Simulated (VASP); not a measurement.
# Si (I4/mmm) in VASP: further runs, part 2 of 2

VASP 6.6.1. The steps go on from the part before.

## (4) Single point, PBEsol (20.83 Å³/atom)

This run uses another cell than the first one, of 20.83 Å³/atom.

Input file INCAR:

```
SYSTEM = Si
PREC = Accurate
ENCUT = 520
EDIFF = 1E-6
ISMEAR = -1
SIGMA = 0.05
LREAL = .False.
LASPH = .True.
NELM = 60
ALGO = Normal
ISIF = 2
LWAVE = .False.
LCHARG = .False.
GGA = PS
NBANDS = 16
```

Input file KPOINTS:

```
regular mesh
0
Gamma
  8 8 8
  0 0 0
```

Input file POSCAR:

```
Si
1.0
   -3.3031251995      3.3031251995      1.9094833541
    3.3031251995     -3.3031251995      1.9094833541
    3.3031251995      3.3031251995     -1.9094833541
Si
4
Direct
    0.8211989400      0.1788010600      0.0000000000
    0.1788010600      0.8211989400      0.0000000000
    0.8211989400      0.8211989400      0.6423978800
    0.1788010600      0.1788010600      0.3576021200
```

Potentials or basis: VASP PAW PBE potentials, release 64 (Si).

Command:

```bash
> cat potpaw_PBE.64/Si/POTCAR > POTCAR
> mpirun -np 1 vasp_std > vasp.out
```

OUTCAR:

```text
SYSTEM = Si
   PREC = Accurate
   ENCUT = 520
   EDIFF = 1E-6
   ISMEAR = -1
   LREAL = .False.
   LASPH = .True.
   NELM = 60
   ISIF = 2
   GGA = PS

 ion  position               nearest neighbor table
   1  0.821  0.179  0.000-   2 2.33   2 2.33   4 2.36   3 2.36
   2  0.179  0.821  0.000-   1 2.33   1 2.33   4 2.36   3 2.36
   3  0.821  0.821  0.642-   4 2.33   4 2.33   1 2.36   2 2.36
   4  0.179  0.179  0.358-   3 2.33   3 2.33   2 2.36   1 2.36

  LATTYP: Found a body centered tetragonal cell.
 ALAT       =     6.6062503990
 C/A-ratio  =     0.5780838566

  Lattice vectors:

 A1 = (  -3.3031251995,   3.3031251995,   1.9094833541)
 A2 = (   3.3031251995,  -3.3031251995,   1.9094833541)
 A3 = (   3.3031251995,   3.3031251995,  -1.9094833541)

Analysis of symmetry for initial positions (statically):
=====================================================================
 Subroutine PRICEL returns:
 Original cell was already a primitive cell.

 Routine SETGRP: Setting up the symmetry group for a
 body centered tetragonal supercell.

 Subroutine GETGRP returns: Found 16 space group operations
 (whereof 16 operations were pure point group operations)
 out of a pool of 16 trial point group operations.

The static configuration has the point symmetry D_4h.

Analysis of symmetry for dynamics (positions and initial velocities):
=====================================================================
 Subroutine PRICEL returns:
 Original cell was already a primitive cell.

 Routine SETGRP: Setting up the symmetry group for a
 body centered tetragonal supercell.

 Subroutine GETGRP returns: Found 16 space group operations
 (whereof 16 operations were pure point group operations)
 out of a pool of 16 trial point group operations.

The dynamic configuration has the point symmetry D_4h.

 Subroutine INISYM returns: Found 16 space group operations
 (whereof 16 operations are pure point group operations),
 and found     1 'primitive' translations

[... 119 lines left out ...]
  volume/ion in A,a.u.               =      20.83       140.59
  Fermi-wavevector in a.u.,A,eV,Ry     =   0.944437  1.784727 12.135861  0.891961
  Thomas-Fermi vector in A             =   2.072241
   LORBIT       =      0    0 simple, 1 ext, 2 COOP (PROOUT), +10 PAW based schemes
   GGA     = PS    functional components
   LHFCALC =     F    Hartree Fock is set to
   AEXX    =    0.0000 exact exchange contribution
   IVDW    =     0    specifies the selected vdW correction
   LEPSILON=     F    determine dielectric tensor
   LRPA    =     F    only Hartree local field effects (RPA)
 non-spin polarized calculation
  energy-cutoff  :      520.00
  volume of cell :       83.33
 maximum number of plane-waves:      2258
 NGX is ok and might be reduce to    40
   NGX = 19   NGY = 19   NGZ = 19

 number of electron      16.0000000 magnetization

 Free energy of the ion-electron system (eV)
  ---------------------------------------------------
  ext. energy  EPLUGINS =         0.00000000
  ---------------------------------------------------
  free energy    TOTEN  =       -22.53795229 eV

  energy without entropy =      -22.53726432  energy(sigma->0) =      -22.53760831

 E-fermi :   5.6714     XC(G=0):  -9.3137

 val. band max:        5.6154010162   @ k =   0.5000   0.5000   0.5000
 cond. band min:       5.7621060001   @ k =  -0.1250  -0.1250   0.1250
 fundamental gap:      0.1467049839
 Fermi energy:         5.6713709756

 k-point     1 :       0.0000    0.0000    0.0000
  band No.  band energies     occupation
      1      -6.6067      2.00000
      2      -2.2697      2.00000
      3      -0.0325      2.00000
      4      -0.0325      2.00000
      5       1.7282      2.00000
      6       4.0907      2.00000
[... 433 lines left out ...]
      3      -2.1764      2.00000
      4      -1.0196      2.00000
      5       1.6078      2.00000
      6       2.6837      2.00000
[... 8 lines left out ...]
     15      12.9440      0.00000
     16      14.0080      0.00000

 [... further k-points ...]

------------------------ aborting loop because EDIFF is reached ----------------------------------------

  FORCE on cell =-STRESS in cart. coord.  units (eV):
  Direction    XX          YY          ZZ          XY          YZ          ZX
  --------------------------------------------------------------------------------------
  -------------------------------------------------------------------------------------
  Total        0.8141511      0.8141511      0.8172289      0.0000000      0.0000000     -0.0000000
  in kB       15.6527150     15.6527150     15.7118873      0.0000000      0.0000000     -0.0000000
  external PRESSURE =      15.6724391 kB  Pullay stress =       0.0000000 kB

 VOLUME and BASIS-vectors are now :
 -----------------------------------------------------------------------------
  energy-cutoff  :      520.00
  volume of cell :       83.33
      direct lattice vectors                 reciprocal lattice vectors
    -3.303125200  3.303125200  1.909483354     0.000000000  0.151371798  0.261850934
     3.303125200 -3.303125200  1.909483354     0.151371798  0.000000000  0.261850934
     3.303125200  3.303125200 -1.909483354     0.151371798  0.151371798  0.000000000

 POSITION                                       TOTAL-FORCE (eV/Angst)
 -----------------------------------------------------------------------------------
     -2.12192      2.12192      1.90948         0.012903     -0.012903     -0.000000
      2.12192     -2.12192      1.90948        -0.012903      0.012903      0.000000
      2.12192      2.12192      1.90948        -0.012903     -0.012903      0.000000
      1.18120      1.18120     -0.00000         0.012903      0.012903      0.000000
 -----------------------------------------------------------------------------------
    total drift:                               -0.000000     -0.000000      0.000000

  FREE ENERGIE OF THE ION-ELECTRON SYSTEM (eV)
  ---------------------------------------------------
  free  energy   TOTEN  =       -22.5379522934 eV

  energy  without entropy=      -22.5372643225  energy(sigma->0) =      -22.53760831
```

It took 55 s on 1 thread of Intel Xeon Platinum 8488C (Sapphire Rapids), shared host; peak memory 0.24 GiB.

Results:

```
Free energy            : -22.5380 eV
Pressure               : 1.6 GPa
Largest force          : 0.018 eV/Å
Band gap on the k mesh : 0.15 eV (least direct gap 0.26 eV)
```

Forces on the atoms (eV/Å):
```
Si   0.013 -0.013  0.000
Si  -0.013  0.013  0.000
Si  -0.013 -0.013  0.000
Si   0.013  0.013  0.000
```

Levels at points of the mesh, in eV from the valence-band top:
| k point | band 4 | band 5 | band 6 | band 7 | band 8 | band 9 | band 10 | band 11 | band 12 | band 13 |
| --- | --- | --- | --- | --- | --- | --- | --- | --- | --- | --- |
| (0.00, 0.00, 0.00) | -5.65 | -3.89 | -1.52 | -1.52 | -0.59 | 1.34 | 1.58 | 1.58 | 2.24 | 2.24 |
| (0.50, 0.00, 0.00) | -6.21 | -4.48 | -3.62 | -2.46 | -1.46 | 0.71 | 2.33 | 2.92 | 3.41 | 4.19 |
| (0.50, 0.50, 0.00) | -4.99 | -2.94 | -2.06 | -1.97 | -1.67 | 1.55 | 1.82 | 1.89 | 3.96 | 4.29 |
| (0.50, 0.50, 0.50) | -5.19 | -3.02 | -0.22 | 0.00 | 0.00 | 0.26 | 3.42 | 3.48 | 3.99 | 4.46 |

Caveat: the PAW data sets were made with another functional, which shifts forces and pressure a little. A k mesh can miss the band edges.

## (5) Single point, PBEsol (22.53 Å³/atom)

This run uses another cell than the first one, of 22.53 Å³/atom.

Input file INCAR:

```
ALGO     = Normal         # electronic algorithm
EDIFF    = 1E-7           # SCF threshold, eV
ENCUT    = 520            # plane-wave cutoff, eV
GGA      = PS             # functional
ISIF     = 2              # what is computed and relaxed
ISMEAR   = -1             # smearing method
LASPH    = T              # aspherical terms in the spheres
LCHARG   = F              # write CHGCAR
LREAL    = F              # projectors in reciprocal space
LWAVE    = F              # write WAVECAR
NBANDS   = 16             # bands
NELM     = 60             # most SCF steps
PREC     = Accurate       # precision mode
SIGMA    = 0.05           # smearing width, eV
```

Input file KPOINTS:

```
k-points
0
Gamma
  8 8 8
```

Input file POSCAR:

```
Si
1.0
   -3.3906656383      3.3906656383      1.9600890686
    3.3906656383     -3.3906656383      1.9600890686
    3.3906656383      3.3906656383     -1.9600890686
Si
4
Direct
    0.8211989400      0.1788010600      0.0000000000
    0.1788010600      0.8211989400      0.0000000000
    0.8211989400      0.8211989400      0.6423978800
    0.1788010600      0.1788010600      0.3576021200
```

Command:

```bash
> cat potpaw_PBE.64/Si/POTCAR > POTCAR
> mpirun -np 1 vasp_std > vasp.out
```

Run time: 57 s. Hardware: 1 thread of Intel Xeon Platinum 8488C (Sapphire Rapids), shared host; peak memory 0.24 GiB.

The run converged. Its results:

- Free energy: -22.4640 eV
- Pressure: -4.6 GPa
- Largest force: 0.089 eV/Å
- Band gap on the k mesh: 0.16 eV (least direct gap 0.34 eV)

Forces in eV/Å, atoms in the order of the input:
```
Si  -0.063  0.063  0.000
Si   0.063 -0.063  0.000
Si   0.063  0.063  0.000
Si  -0.063 -0.063  0.000
```

Stress tensor (GPa, compression positive):
```
-4.51  0.00  0.00
 0.00 -4.51  0.00
 0.00  0.00 -4.84
```

Levels at points of the mesh, in eV from the valence-band top:
| k point | band 5 | band 6 | band 7 | band 8 | band 9 | band 10 | band 11 | band 12 |
| --- | --- | --- | --- | --- | --- | --- | --- | --- |
| (0.00, 0.00, 0.00) | -3.56 | -1.42 | -1.42 | -0.51 | 1.40 | 1.40 | 1.44 | 2.26 |
| (0.50, 0.00, 0.00) | -4.13 | -3.32 | -2.25 | -1.36 | 0.84 | 2.23 | 2.98 | 3.45 |
| (0.50, 0.50, 0.00) | -2.68 | -1.91 | -1.79 | -1.54 | 1.49 | 1.84 | 1.87 | 3.80 |
| (0.50, 0.50, 0.50) | -2.80 | -0.22 | 0.00 | 0.00 | 0.34 | 2.51 | 3.35 | 3.93 |

Caveat: the cell stands under tension; the PAW data sets were made with another functional, which shifts forces and pressure a little. A k mesh can miss the band edges.

## (6) Overview

| cell | gap on the mesh (eV) | pressure (GPa) | largest force (eV/Å) |
| --- | --- | --- | --- |
| a = 4.977 Å, angles 98.2, 98.2, 135.5°, 4 atoms | 0.01 | 5.8 | 0.08 |
| a = 5.012 Å, angles 98.2, 98.2, 135.5°, 4 atoms | 0.08 | 3.6 | 0.05 |
| a = 5.047 Å, angles 98.2, 98.2, 135.5°, 4 atoms | 0.15 | 1.6 | 0.02 |
| a = 5.180 Å, angles 98.2, 98.2, 135.5°, 4 atoms | 0.16 | -4.6 | 0.09 |

Alike in all rows: task single point; level PBEsol; potentials or basis VASP PAW PBE potentials, release 64 (Si); no spin polarisation; k mesh 8 × 8 × 8; cutoff (eV) 520; smearing fermi-dirac 0.05 eV.

Caveats: the PAW data sets were made with another functional, which shifts forces and pressure a little; the cell stands under pressure (at least some runs); the cell stands under tension (at least some runs).

Absolute energies hang on the potentials; compare differences alone.

The gap in the log of VASP goes by the Fermi energy; the results here count the filled bands.